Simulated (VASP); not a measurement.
A run of VASP 6.6.1 is set up as follows.

File INCAR:

```
  PREC = Accurate
  ENCUT = 500
  EDIFF = 1E-6
  ISMEAR = 0
  SIGMA = 0.05
  LREAL = False
  LASPH = True
  NELM = 120
  ALGO = Normal
  ISIF = 2
  LWAVE = False
  LCHARG = True
  GGA = CA
  LELF = True
  LVHAR = True
  NBANDS = 15
  GGA_COMPAT = False
```

Contents of KPOINTS:

```
Automatic mesh
0
Gamma
  7 7 7
```

POSCAR

```
YSb
1.0
    0.0000000000      3.0950000000      3.0950000000
    3.0950000000      0.0000000000      3.0950000000
    3.0950000000      3.0950000000      0.0000000000
Y Sb
1 1
Direct
    0.5000000000      0.5000000000      0.5000000000
    0.0000000000      0.0000000000      0.0000000000
```

Potentials or basis: VASP PAW LDA potentials, release 64 (Y_sv, Sb).

Command:

```console
$ cat potpaw_LDA.64/Y_sv/POTCAR potpaw_LDA.64/Sb/POTCAR > POTCAR
$ mpirun -np 1 vasp_std > vasp.out
```

(1) What does it give for the pressure?

(2) What does it give for the band gap on the k mesh?

Results:

(1) -3.7 GPa.

(2) zero (bands 8 and 9 overlap by 1.16 eV).

Caveat: the cell stands under tension; spin-orbit coupling is left out, which moves the levels of the heavy elements.
